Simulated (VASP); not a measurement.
Here is a VASP 6.6.1 calculation.

The input INCAR:

```
SYSTEM = ZnS
ALGO = Normal
EDIFF = 1E-8
ENCUT = 520
GGA = PE
ISIF = 2
ISMEAR = 0
LASPH = .True.
LCHARG = .False.
LEPSILON = .True.
LREAL = .False.
LWAVE = .False.
NELM = 60
PREC = Accurate
SIGMA = 0.01
```

File KPOINTS:

```
k-points
0
Gamma
  6 6 4
  0 0 0
```

The input POSCAR:

```
ZnS
1.0
    3.8110000000      0.0000000000      0.0000000000
   -1.9055000000      3.3004200000      0.0000000000
    0.0000000000      0.0000000000      6.2340000000
Zn S
2 2
Direct
    0.3333333333      0.6666666667      0.0000000000
    0.6666666667      0.3333333333      0.5000000000
    0.3333333333      0.6666666667      0.3850000000
    0.6666666667      0.3333333333      0.8850000000
```

Potentials or basis: VASP PAW PBE potentials, release 64 (Zn, S).

Command:

```console
$ cat potpaw_PBE.64/Zn/POTCAR potpaw_PBE.64/S/POTCAR > POTCAR
$ mpirun -np 1 vasp_std > vasp.out
```

Estimate the electronic dielectric tensor (diagonal).

6.08, 6.08, 5.97.

Estimate the Born charges (mean of the diagonal).

Zn +2.01; S -2.01 e.

Estimate the band gap on the k mesh.

2.25 eV, direct.

Electronic dielectric tensor:
```
6.08 0.00 0.00
0.00 6.08 0.00
0.00 0.00 5.97
```

PBE gaps usually lie below the measured ones, often by a third to a half.
